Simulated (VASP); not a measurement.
The system is LaSc.

```
La Sc
1.0
     3.70082    0.00000    0.00000
     0.00000    3.70082    0.00000
     0.00000    0.00000    3.70082
La Sc
1 1
Direct
  0.00000 0.00000 0.00000
  0.50000 0.50000 0.50000
```

* Program: VASP 6.6.1
* Task: relaxation of cell and atoms
* Functional: PBE
* Potentials or basis: VASP PAW PBE potentials, release 64 (La, Sc_sv)
* Cutoff: 600 eV
* k mesh: 6 × 6 × 6
* Occupations: gaussian, width 0.1 eV
* Spin: no spin polarisation

At the start: pressure 9.4 GPa; volume 25.34 Å³/atom.

Question: How do energy, volume and symmetry change on relaxing?

Answer: Over 3 steps the energy falls by 134.8 meV/atom and the volume is 30.51 Å³/atom (+20.4 %); space group Pm-3m (No. 221, to 0.05 Å).

The path:
```
step  energy change (eV)  largest force (eV/Å)  pressure (GPa)  volume (Å³)
   1              0.0000                0.0000            9.44        50.69
   2             -0.2661                0.0000           -0.81        62.45
   3             -0.2695                0.0000            0.05        61.02
```

Final structure:
```
La Sc
1.0
     3.93686    0.00000    0.00000
     0.00000    3.93686    0.00000
     0.00000    0.00000    3.93686
La Sc
1 1
Direct
  0.00000 0.00000 0.00000
  0.50000 0.50000 0.50000
```

Caveat: the volume moved by over 15 % at a fixed basis, so the end points are rough.
